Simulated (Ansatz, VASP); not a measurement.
## One calculation of InAs, two programs

```xyz
2
Lattice="0.0000 3.0442 3.0442 3.0442 0.0000 3.0442 3.0442 3.0442 0.0000" Properties=species:S:1:pos:R:3 pbc="T T T"
In    0.0000    3.0442    3.0442
As    1.5221    1.5221    1.5221
```

Alike in both runs: task single point; functional PBEsol; k mesh 10 × 10 × 10; occupations gaussian, width 0.1 eV; no spin polarisation.

```csv
,VASP,Ansatz
version,VASP 6.6.1,Ansatz 0.2.0
potentials or method,"VASP PAW PBE potentials, release 64 (In_d, As), cutoff 520 eV","plane-wave PAW, scalar-relativistic"
valence electrons in the cell,18,28
```

|  | VASP | Ansatz | Ansatz less VASP |
| --- | --- | --- | --- |
| pressure (GPa) | 0.1 | 0.0 | -0.07 |

VASP's potentials were made for PBE, not for PBEsol, and Ansatz warns of the same on its side. The functional is the same, so the differences come from potentials, cutoffs and numerics. VASP's potentials hold 18 valence electrons a cell and Ansatz's 28, so a difference there can come from the potentials and not from the codes.
